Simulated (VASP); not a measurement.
# Ir: single point with r2SCAN

Crystal: Ir.

```
Ir
1.0
     0.00000    1.87171    1.91970
     1.87171    0.00000    1.91970
     1.87171    1.87171    0.00000
Ir
1
Direct
  0.00000 0.00000 0.00000
```

This cell differs from its parent crystal: strain -0.025 along x and y, +0.000 along z.

```yaml
Program: VASP 6.6.1
Task: single point
Functional: r2SCAN
Potentials_or_basis: VASP PAW PBE potentials, release 64 (Ir)
Cutoff: 520 eV
k_mesh: 22 × 22 × 22
Occupations: gaussian, width 0.15 eV
Spin: no spin polarisation
Dipole_correction: no
Further_INCAR_settings: ALGO = Normal; EDIFF = 1e-07; NBANDS = 10
```

- Pressure: 27.2 GPa
- Band gap on the k mesh: zero (an odd number of electrons rules out a gap without spin polarisation)

Stress tensor (GPa, compression positive):
```
31.00  0.00  0.00
 0.00 31.00  0.00
 0.00  0.00 19.69
```

Levels at points of the mesh, in eV from the Fermi level:
```csv
k point,band 2,band 3,band 4,band 5,band 6,band 7
"(0.00, 0.00, 0.00)",-4.54,-4.17,-4.17,-1.61,-1.11,15.02
"(0.50, 0.00, 0.00)",-4.66,-4.27,-0.80,0.95,1.15,8.25
"(0.50, 0.50, 0.00)",-8.18,1.00,1.43,1.72,1.72,11.34
"(0.50, 0.00, 0.50)",-8.20,0.94,1.56,1.94,2.02,12.10
```

It took 3.8 min on 1 thread of Intel(R) Xeon(R) Platinum 8488C (Sapphire Rapids), on a shared host, peak memory 0.23 GiB.

Caveat: the cell differs from its parent crystal (strain -0.025 along x and y, +0.000 along z); the cell stands under pressure; the PAW data sets were made with another functional, which shifts forces and pressure a little; spin-orbit coupling is left out, which moves the levels of the heavy elements.
